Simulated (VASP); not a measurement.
Input of a VASP 6.6.1 run:

Contents of INCAR:

```
SYSTEM = Ta
  ALGO = Normal
  EDIFF = 1E-7
  EDIFFG = -0.01
  ENCUT = 500
  GGA_COMPAT = .False.
  IBRION = 2
  ISIF = 3
  ISMEAR = 1
  LASPH = .True.
  LCHARG = .False.
  LREAL = .False.
  LWAVE = .False.
  NELM = 120
  NELMIN = 4
  NSW = 80
  PREC = Accurate
  PSTRESS = 300.0
  SIGMA = 0.05
```

Contents of KPOINTS:

```
k-points
0
Gamma
  11 11 11
  0 0 0
```

The input POSCAR:

```
Ta
1.0
   -1.6512800000      1.6512800000      1.6512800000
    1.6512800000     -1.6512800000      1.6512800000
    1.6512800000      1.6512800000     -1.6512800000
Ta
1
Direct
    0.0000000000      0.0000000000      0.0000000000
```

Potentials or basis: VASP PAW LDA potentials, release 64 (Ta_pv).

Command:

```bash
$ cat potpaw_LDA.64/Ta_pv/POTCAR > POTCAR
$ mpirun -np 1 vasp_std > vasp.out
```

Question: Estimate the space group after relaxing (to 0.1 Å).

Answer: Im-3m (No. 229).

Question: Predict the band gap on the k mesh.

Answer: Zero (an odd number of electrons rules out a gap without spin polarisation).

Question: What does it give for the relaxed volume?

Answer: 15.53 Å³/atom.

Question: Estimate the relaxed cell.

Answer: a = 2.722 Å, b = 2.722 Å, c = 2.722 Å, α = 109.47°, β = 109.47°, γ = 109.47°.

Step by step:
```tsv
step	energy change (eV)	largest force (eV/Å)	pressure (GPa)	volume (Å³)
1	0.0000	0.0000	-8.73	18.01
2	7.8540	0.0000	534.21	8.88
3	0.0729	0.0000	22.65	15.89
4	0.1058	0.0000	26.87	15.68
5	0.1327	0.0000	29.97	15.53
```

Caveat: the cell is relaxed towards a set pressure, so the run minimises the enthalpy, not the energy; spin-orbit coupling is left out, which moves the levels of the heavy elements. Zero-point motion and thermal expansion aren't in these numbers.
